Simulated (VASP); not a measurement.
# RbBi (P4mm) in VASP: notebook

Runs on RbBi. Level: LDA. Tasks: single point.

All numbers are computed with VASP 6.6.1; they aren't measurements. Logs are shortened: lines on timing, memory, paths and dates and some standing lists are left out, and cuts for length are marked.

### 1 The cell of the first run

Symmetry: P4mm, No. 99, tetragonal system. The conventional cell has a = 4.685 Å, b = 4.685 Å, c = 3.859 Å, α = 90.00°, β = 90.00°, γ = 90.00°. Rb (site symmetry 4mm) has 8 Bi at 3.74 to 3.94 Å and 6 Rb at 3.86 to 4.69 Å within 4.9 Å. Bi (site symmetry 4mm) has 8 Rb at 3.74 to 3.94 Å and 6 Bi at 3.86 to 4.69 Å within 4.9 Å.

### 2 Single point, LDA (all Rb atoms moved -0.200 Å, as atom 1 along Cartesian [0 0 1])

INCAR reads:

```
  PREC = Accurate
  ENCUT = 520
  EDIFF = 1E-6
  ISMEAR = 0
  SIGMA = 0.15
  LREAL = False
  LASPH = True
  NELM = 60
  ALGO = Fast
  ISIF = 2
  LWAVE = False
  LCHARG = False
  GGA = CA
  NBANDS = 19
```

KPOINTS reads:

```
regular mesh
0
Gamma
  10 10 12
```

POSCAR reads:

```
RbBi
1.0
    4.6852660000      0.0000000000      0.0000000000
    0.0000000000      4.6852660000      0.0000000000
    0.0000000000      0.0000000000      3.8588810000
Rb Bi
1 1
Direct
    0.5000000000      0.5000000000      0.4481715036
    0.0000000000      0.0000000000      0.0000000000
```

Potentials or basis: VASP PAW LDA potentials, release 64 (Rb_sv, Bi_d).

Run with:

```console
$ cat potpaw_LDA.64/Rb_sv/POTCAR potpaw_LDA.64/Bi_d/POTCAR > POTCAR
$ mpirun -np 1 vasp_std > vasp.out
```

OUTCAR:

```text
PREC = Accurate
   ENCUT = 520
   EDIFF = 1E-6
   ISMEAR = 0
   LREAL = False
   LASPH = True
   NELM = 60
   ISIF = 2
   GGA = CA

 ion  position               nearest neighbor table
   1  0.500  0.500  0.448-   2 3.74   2 3.74   2 3.74   2 3.74   2 3.94   2 3.94   2 3.94   2 3.94

   2  0.000  0.000  0.000-   1 3.74   1 3.74   1 3.74   1 3.74   1 3.94   1 3.94   1 3.94   1 3.94

  LATTYP: Found a simple tetragonal cell.
 ALAT       =     4.6852660000
 C/A-ratio  =     0.8236204732

  Lattice vectors:

 A1 = (   4.6852660000,   0.0000000000,   0.0000000000)
 A2 = (   0.0000000000,   4.6852660000,   0.0000000000)
 A3 = (   0.0000000000,   0.0000000000,   3.8588810000)

Analysis of symmetry for initial positions (statically):
=====================================================================
 Subroutine PRICEL returns:
 Original cell was already a primitive cell.

 Routine SETGRP: Setting up the symmetry group for a
 simple tetragonal supercell.

 Subroutine GETGRP returns: Found  8 space group operations
 (whereof  8 operations were pure point group operations)
 out of a pool of 16 trial point group operations.

The static configuration has the point symmetry C_4v.

Analysis of symmetry for dynamics (positions and initial velocities):
=====================================================================
 Subroutine PRICEL returns:
 Original cell was already a primitive cell.

 Routine SETGRP: Setting up the symmetry group for a
 simple tetragonal supercell.

 Subroutine GETGRP returns: Found  8 space group operations
 (whereof  8 operations were pure point group operations)
 out of a pool of 16 trial point group operations.

The dynamic configuration has the point symmetry C_4v.

 Subroutine INISYM returns: Found  8 space group operations
 (whereof  8 operations are pure point group operations),
 and found     1 'primitive' translations

----------------------------------------------------------------------------------------

                                     Primitive cell

  volume of cell :      84.7091

  direct lattice vectors                    reciprocal lattice vectors
     4.685266000  0.000000000  0.000000000     0.213435054  0.000000000  0.000000000
     0.000000000  4.685266000  0.000000000     0.000000000  0.213435054  0.000000000
     0.000000000  0.000000000  3.858881000     0.000000000  0.000000000  0.259142482

  length of vectors
     4.685266000  4.685266000  3.858881000     0.213435054  0.213435054  0.259142482

  position of ions in fractional coordinates (direct lattice)
     0.500000000  0.500000000  0.448171504
     0.000000000  0.000000000  0.000000000

  ion indices of the primitive-cell ions
   primitive index   ion index
                 1           1
                 2           2

----------------------------------------------------------------------------------------

 KPOINTS: regular mesh

Automatic generation of k-mesh.
 Grid dimensions read from file:
 generate k-points for:   10   10   12

 Generating k-lattice:

  Cartesian coordinates                     Fractional coordinates (reciprocal lattice)
     0.021343505  0.000000000  0.000000000     0.100000000  0.000000000  0.000000000
     0.000000000  0.021343505  0.000000000     0.000000000  0.100000000  0.000000000
     0.000000000  0.000000000  0.021595207     0.000000000  0.000000000  0.083333333

  Length of vectors
     0.021343505  0.021343505  0.021595207

  Shift w.r.t. Gamma in fractional coordinates (k-lattice)
     0.000000000  0.000000000  0.000000000

 Subroutine IBZKPT returns following result:
 ===========================================

 Found    147 irreducible k-points:

 Following reciprocal coordinates:
            Coordinates               Weight
  0.000000  0.000000  0.000000      1.000000
  0.100000  0.000000  0.000000      4.000000
  0.200000  0.000000  0.000000      4.000000
  0.300000  0.000000  0.000000      4.000000
  0.400000  0.000000  0.000000      4.000000
  0.500000  0.000000  0.000000      2.000000
[... 16 lines left out ...]
  0.100000  0.000000  0.083333      8.000000
  0.200000  0.000000  0.083333      8.000000
 [... further k-points ...]
   k-points           NKPTS =    147   k-points in BZ     NKDIM =    147   number of bands    NBANDS=     19
   number of dos      NEDOS =    301   number of ions     NIONS =      2
   total plane-waves  NPLWV =  38880
   dimension x,y,z NGX =    36 NGY =   36 NGZ =   30
   dimension x,y,z NGXF=    72 NGYF=   72 NGZF=   60
   ions per type =               1   1
   NGX,Y,Z   is equivalent  to a cutoff of  12.77, 12.77, 12.92 a.u.
   NGXF,Y,Z  is equivalent  to a cutoff of  25.55, 25.55, 25.85 a.u.
 SYSTEM =  unknown system
   PREC   = accura    normal or accurate (medium, high low for compatibility)
   ISTART =      0    job   : 0-new  1-cont  2-samecut
   ICHARG =      2    charge: 1-file 2-atom 10-const
   ISPIN  =      1    spin polarized calculation?
   LNONCOLLINEAR =      F non collinear calculations
   LSORBIT =      F    spin-orbit coupling
   LASPH  =      T    aspherical Exc in radial PAW
   ENCUT  =  520.0 eV  38.22 Ry    6.18 a.u.   8.71  8.71  7.17*2*pi/ulx,y,z
   NELM   =     60;   NELMIN=  2; NELMDL= -5     # of ELM steps
   EDIFF  = 0.1E-05   stopping-criterion for ELM
   LREAL  =      F    real-space projection
   EDIFFG = 0.1E-04   stopping-criterion for IOM
   NSW    =      0    number of steps for IOM
   IBRION =     -1    ionic relax: 0-MD 1-quasi-New 2-CG
   NFREE  =      0    steps in history (QN), initial steepest desc. (CG)
   ISIF   =      2    stress and relaxation
   ISYM   =      2    0-nonsym 1-usesym 2-fastsym
   POTIM  = 0.5000    time-step for ionic-motion
   TEBEG  =    0.0;   TEEND  =   0.0 temperature during run
   PSTRESS=    0.0 pullay stress
   NELECT =      24.0000    total number of electrons
   NUPDOWN=      -1.0000    fix difference up-down
   EMIN   =  10.00;   EMAX   =-10.00  energy-range for DOS
   EFERMI =   0.00;   METHOD = LEGACY
   ISMEAR =     0;   SIGMA  =   0.15  broadening in eV -4-tet -1-fermi 0-gaus
   EFERMI_NEDOS =   21; number of points for ismear=-14 and -15
   IALGO  =     68    algorithm
   IMIX   =      4    mixing-type and parameters
     AMIX     =   0.40;   BMIX     =  1.00
     AMIX_MAG =   1.60;   BMIX_MAG =  1.00
  volume/ion in A,a.u.               =      42.35       285.82
  Fermi-wavevector in a.u.,A,eV,Ry     =   1.075231  2.031893 15.730003  1.156123
  Thomas-Fermi vector in A             =   2.211082
   LORBIT       =      0    0 simple, 1 ext, 2 COOP (PROOUT), +10 PAW based schemes
   GGA     = CA    functional components
   LHFCALC =     F    Hartree Fock is set to
   AEXX    =    0.0000 exact exchange contribution
   IVDW    =     0    specifies the selected vdW correction
   LEPSILON=     F    determine dielectric tensor
   LRPA    =     F    only Hartree local field effects (RPA)
 non-spin polarized calculation
 RMM-DIIS sequential band-by-band and
 Gauss-broadening in eV      SIGMA  =   0.15
  energy-cutoff  :      520.00
  volume of cell :       84.71
 maximum number of plane-waves:      2303
 NGX is ok and might be reduce to    36
   NGX = 17   NGY = 17   NGZ = 15

 number of electron      23.9999989 magnetization

 Free energy of the ion-electron system (eV)
  ---------------------------------------------------
  ext. energy  EPLUGINS =         0.00000000
  ---------------------------------------------------
  free energy    TOTEN  =        -5.76665542 eV

  energy without entropy =       -5.74307934  energy(sigma->0) =       -5.75486738

 E-fermi :   2.1003     XC(G=0):  -8.5112

 val. band max:        2.0926057163   @ k =   0.5000   0.2000   0.2500
 cond. band min:       2.1028182045   @ k =   0.5000   0.0000   0.0000
 fundamental gap:      0.0102124882
 Fermi energy:         2.1002570662

 k-point     1 :       0.0000    0.0000    0.0000
  band No.  band energies     occupation
      1     -24.6799      2.00000
      2     -19.9738      2.00000
      3     -19.9402      2.00000
      4     -19.9402      2.00000
      5     -19.9273      2.00000
      6     -19.9164      2.00000
[... 11 lines left out ...]
     18      10.2007      0.00000
     19      10.2100      0.00000

 k-point     2 :       0.1000    0.0000    0.0000
  band No.  band energies     occupation
      1     -24.6794      2.00000
      2     -19.9737      2.00000
      3     -19.9404      2.00000
      4     -19.9402      2.00000
      5     -19.9275      2.00000
      6     -19.9160      2.00000
[... 11 lines left out ...]
     18      10.1767      0.00000
     19      10.2330      0.00000

 k-point     3 :       0.2000    0.0000    0.0000
  band No.  band energies     occupation
      1     -24.6782      2.00000
      2     -19.9733      2.00000
      3     -19.9407      2.00000
      4     -19.9402      2.00000
      5     -19.9279      2.00000
      6     -19.9149      2.00000
[... 11 lines left out ...]
     18       9.7845      0.00000
     19      10.3458      0.00000

 k-point     4 :       0.3000    0.0000    0.0000
  band No.  band energies     occupation
      1     -24.6766      2.00000
      2     -19.9729      2.00000
      3     -19.9411      2.00000
      4     -19.9402      2.00000
      5     -19.9285      2.00000
      6     -19.9135      2.00000
[... 11 lines left out ...]
     18       9.1867      0.00000
     19      10.4151      0.00000

 k-point     5 :       0.4000    0.0000    0.0000
  band No.  band energies     occupation
      1     -24.6753      2.00000
      2     -19.9726      2.00000
      3     -19.9414      2.00000
      4     -19.9402      2.00000
      5     -19.9290      2.00000
      6     -19.9124      2.00000
[... 11 lines left out ...]
     18       9.3123      0.00000
     19      10.4216      0.00000
[... 334 lines left out ...]
      2     -19.9709      2.00000
      3     -19.9414      2.00000
      4     -19.9414      2.00000
      5     -19.9288      2.00000
      6     -19.9075      2.00000
[... 11 lines left out ...]
     18       9.2136      0.00000
     19      10.3331      0.00000

 k-point    22 :       0.0000    0.0000    0.0833
  band No.  band energies     occupation
      1     -24.6770      2.00000
      2     -19.9703      2.00000
      3     -19.9413      2.00000
      4     -19.9413      2.00000
      5     -19.9272      2.00000
      6     -19.9163      2.00000
[... 11 lines left out ...]
     18       9.8831      0.00000
     19       9.8840      0.00000

 k-point    23 :       0.1000    0.0000    0.0833
  band No.  band energies     occupation
      1     -24.6765      2.00000
      2     -19.9701      2.00000
      3     -19.9414      2.00000
      4     -19.9413      2.00000
      5     -19.9274      2.00000
      6     -19.9159      2.00000
[... 11 lines left out ...]
     18       9.8491      0.00000
     19       9.9729      0.00000

 k-point    24 :       0.2000    0.0000    0.0833
  band No.  band energies     occupation
      1     -24.6753      2.00000
      2     -19.9698      2.00000
      3     -19.9417      2.00000
      4     -19.9412      2.00000
      5     -19.9278      2.00000
      6     -19.9148      2.00000
[... 11 lines left out ...]
     18       9.7329      0.00000
     19      10.2079      0.00000

 [... further k-points ...]

------------------------ aborting loop because EDIFF is reached ----------------------------------------

  FORCE on cell =-STRESS in cart. coord.  units (eV):
  Direction    XX          YY          ZZ          XY          YZ          ZX
  --------------------------------------------------------------------------------------
  -------------------------------------------------------------------------------------
  Total       -0.9594230     -0.9594230     -1.8387458      0.0000000      0.0000000      0.0000000
  in kB      -18.1464147    -18.1464147    -34.7778233      0.0000000      0.0000000      0.0000000
  external PRESSURE =     -23.6902175 kB  Pullay stress =       0.0000000 kB

 VOLUME and BASIS-vectors are now :
 -----------------------------------------------------------------------------
  energy-cutoff  :      520.00
  volume of cell :       84.71
      direct lattice vectors                 reciprocal lattice vectors
     4.685266000  0.000000000  0.000000000     0.213435054  0.000000000  0.000000000
     0.000000000  4.685266000  0.000000000     0.000000000  0.213435054  0.000000000
     0.000000000  0.000000000  3.858881000     0.000000000  0.000000000  0.259142482

 POSITION                                       TOTAL-FORCE (eV/Angst)
 -----------------------------------------------------------------------------------
      2.34263      2.34263      1.72944         0.000000      0.000000      0.183448
      0.00000      0.00000      0.00000         0.000000     -0.000000     -0.183448
 -----------------------------------------------------------------------------------
    total drift:                                0.000000      0.000000     -0.000684

  FREE ENERGIE OF THE ION-ELECTRON SYSTEM (eV)
  ---------------------------------------------------
  free  energy   TOTEN  =        -5.7666554167 eV

  energy  without entropy=       -5.7430793392  energy(sigma->0) =       -5.75486738
```

It took 6.3 min on 1 thread of AMD EPYC 7R13, shared host; peak memory 0.31 GiB.

Results:

```yaml
Free_energy: -5.7667 eV
Pressure: -2.4 GPa
Largest_force: 0.183 eV/Å
Band_gap_on_the_k_mesh: zero (bands 12 and 13 overlap by 1.66 eV)
```

Forces in eV/Å, atoms in the order of the input:
```
Rb   0.000  0.000  0.183
Bi   0.000  0.000 -0.183
```

Stress tensor (GPa, compression positive):
```
-1.81  0.00  0.00
 0.00 -1.81  0.00
 0.00  0.00 -3.48
```

Levels at points of the mesh, in eV from the Fermi level:
| k point | band 8 | band 9 | band 10 | band 11 | band 12 | band 13 | band 14 | band 15 | band 16 | band 17 |
| --- | --- | --- | --- | --- | --- | --- | --- | --- | --- | --- |
| (0.00, 0.00, 0.00) | -10.95 | -10.76 | -10.28 | 0.31 | 0.31 | 2.00 | 2.35 | 2.73 | 4.10 | 6.31 |
| (0.50, 0.00, 0.00) | -10.92 | -10.74 | -9.63 | -2.23 | 0.00 | 2.25 | 3.95 | 4.52 | 6.69 | 6.84 |
| (0.50, 0.50, 0.00) | -11.08 | -10.73 | -9.99 | -1.15 | -1.15 | 2.37 | 2.67 | 5.61 | 6.86 | 6.86 |
| (0.00, 0.00, 0.50) | -10.86 | -10.86 | -9.35 | -2.44 | 0.61 | 0.61 | 4.37 | 5.11 | 5.97 | 6.55 |
| (0.50, 0.00, 0.50) | -11.01 | -10.85 | -9.45 | -1.68 | -0.59 | 1.18 | 2.73 | 3.95 | 4.74 | 5.24 |
| (0.50, 0.50, 0.50) | -10.96 | -10.96 | -9.31 | -1.85 | -1.02 | -1.02 | 4.72 | 4.72 | 5.67 | 7.21 |

Caveat: the cell differs from its parent crystal (all Rb atoms moved -0.200 Å, as atom 1 along Cartesian [0 0 1]); spin-orbit coupling is left out, which moves the levels of the heavy elements.

### 3 Single point, LDA (all Rb atoms moved +0.150 Å, as atom 1 along Cartesian [0 0 1])

INCAR reads:

```
SYSTEM = RbBi
ALGO = Fast ; EDIFF = 1E-6
ENCUT = 520 ; ISIF = 2
ISMEAR = 0 ; LASPH = .True.
LCHARG = .True. ; LELF = .True.
LREAL = .False. ; LVHAR = .True.
LWAVE = .False. ; NBANDS = 19
NELM = 80 ; PREC = Accurate
SIGMA = 0.15
```

KPOINTS reads:

```
k-points
0
Gamma
  10 10 12
  0 0 0
```

Edit POSCAR of step 2 so:

```diff
@@ -8,3 +8,3 @@
 Direct
-    0.5000000000      0.5000000000      0.4481715036
+    0.5000000000      0.5000000000      0.5388713723
     0.0000000000      0.0000000000      0.0000000000
```

Potentials or basis: VASP PAW LDA potentials, release 64 (Rb_sv, Bi_d).

Run with:

```console
$ cat potpaw_LDA.64/Rb_sv/POTCAR potpaw_LDA.64/Bi_d/POTCAR > POTCAR
$ mpirun -np 1 vasp_std > vasp.out
```

It took 5.5 min on 1 thread of AMD EPYC 7R13, shared host; peak memory 0.31 GiB.

Results (log left out):

| Property | Result |
| --- | --- |
| Free energy | -5.7747 eV |
| Pressure | -2.4 GPa |
| Largest force | 0.139 eV/Å |
| Band gap on the k mesh | zero (bands 12 and 13 overlap by 1.66 eV) |

Forces on the atoms (eV/Å):
```
Rb   0.000  0.000 -0.139
Bi   0.000  0.000  0.139
```

Stress tensor (GPa, compression positive):
```
-1.89  0.00  0.00
 0.00 -1.89  0.00
 0.00  0.00 -3.46
```

Levels at points of the mesh, in eV from the Fermi level:
```
           k point  band 9  band 10  band 11  band 12  band 13  band 14  band 15  band 16
(0.00, 0.00, 0.00)  -10.76   -10.29     0.31     0.31     2.04     2.34     2.73     4.05
(0.50, 0.00, 0.00)  -10.74    -9.63    -2.23     0.01     2.24     3.96     4.52     6.76
(0.50, 0.50, 0.00)  -10.73    -9.99    -1.15    -1.15     2.36     2.67     5.59     6.87
(0.00, 0.00, 0.50)  -10.85    -9.35    -2.44     0.61     0.61     4.39     5.10     5.95
(0.50, 0.00, 0.50)  -10.84    -9.46    -1.67    -0.58     1.19     2.72     3.94     4.74
(0.50, 0.50, 0.50)  -10.96    -9.31    -1.86    -1.03    -1.03     4.75     4.75     5.66
```

Caveat: the cell differs from its parent crystal (all Rb atoms moved +0.150 Å, as atom 1 along Cartesian [0 0 1]); spin-orbit coupling is left out, which moves the levels of the heavy elements.

### 4 Single point, LDA (all Rb atoms moved +0.175 Å, as atom 1 along Cartesian [0 0 1])

INCAR reads:

```
SYSTEM = RbBi
PREC = Accurate ; ENCUT = 520
EDIFF = 1E-6 ; ISMEAR = 0
SIGMA = 0.15 ; LREAL = .FALSE.
LASPH = .TRUE. ; NELM = 60
ALGO = Fast ; ISIF = 2
LWAVE = .FALSE. ; LCHARG = .FALSE.
GGA = CA ; NBANDS = 19
```

KPOINTS reads:

```
Automatic mesh
0
G
  10 10 12
  0 0 0
```

Edit POSCAR of step 3 so:

```diff
@@ -8,3 +8,3 @@
 Direct
-    0.5000000000      0.5000000000      0.5388713723
+    0.5000000000      0.5000000000      0.5453499343
     0.0000000000      0.0000000000      0.0000000000
```

Run with:

```console
$ cat potpaw_LDA.64/Rb_sv/POTCAR potpaw_LDA.64/Bi_d/POTCAR > POTCAR
$ mpirun -np 1 vasp_std > vasp.out
```

Run time: 5.7 min. Hardware: 1 thread of AMD EPYC 7R13, shared host; peak memory 0.31 GiB.

Results (log left out):

| Property | Result |
| --- | --- |
| Free energy | -5.7710 eV |
| Pressure | -2.4 GPa |
| Largest force | 0.161 eV/Å |
| Band gap on the k mesh | zero (bands 12 and 13 overlap by 1.66 eV) |

Forces in eV/Å, atoms in the order of the input:
```
Rb   0.000  0.000 -0.161
Bi   0.000  0.000  0.161
```

Stress tensor (GPa, compression positive):
```
-1.86  0.00  0.00
 0.00 -1.86  0.00
 0.00  0.00 -3.47
```

Levels at points of the mesh, in eV from the Fermi level:
| k point | band 8 | band 9 | band 10 | band 11 | band 12 | band 13 | band 14 | band 15 | band 16 | band 17 |
| --- | --- | --- | --- | --- | --- | --- | --- | --- | --- | --- |
| (0.00, 0.00, 0.00) | -10.95 | -10.76 | -10.28 | 0.31 | 0.31 | 2.02 | 2.34 | 2.73 | 4.08 | 6.32 |
| (0.50, 0.00, 0.00) | -10.92 | -10.74 | -9.63 | -2.23 | 0.01 | 2.24 | 3.96 | 4.52 | 6.73 | 6.85 |
| (0.50, 0.50, 0.00) | -11.08 | -10.73 | -9.99 | -1.15 | -1.15 | 2.37 | 2.67 | 5.60 | 6.86 | 6.86 |
| (0.00, 0.00, 0.50) | -10.85 | -10.85 | -9.35 | -2.44 | 0.61 | 0.61 | 4.38 | 5.10 | 5.96 | 6.54 |
| (0.50, 0.00, 0.50) | -11.01 | -10.84 | -9.46 | -1.68 | -0.59 | 1.19 | 2.72 | 3.94 | 4.74 | 5.22 |
| (0.50, 0.50, 0.50) | -10.96 | -10.96 | -9.31 | -1.85 | -1.03 | -1.03 | 4.74 | 4.74 | 5.66 | 7.21 |

Caveat: the cell differs from its parent crystal (all Rb atoms moved +0.175 Å, as atom 1 along Cartesian [0 0 1]); spin-orbit coupling is left out, which moves the levels of the heavy elements.

### 5 The runs side by side

| cell | gap on the mesh (eV) | pressure (GPa) | largest force (eV/Å) |
| --- | --- | --- | --- |
| as given, atomic positions A | none | -2.4 | 0.18 |
| as given, atomic positions B | none | -2.4 | 0.14 |
| as given, atomic positions C | none | -2.4 | 0.16 |

Alike in all rows: task single point; level LDA; potentials or basis VASP PAW LDA potentials, release 64 (Rb_sv, Bi_d); no spin polarisation; k mesh 10 × 10 × 12; cutoff (eV) 520; smearing gaussian 0.15 eV.

Caveats: spin-orbit coupling is left out, which moves the levels of the heavy elements.

Absolute energies hang on the potentials; compare differences alone.

The gap in the log of VASP goes by the Fermi energy; the results here count the filled bands.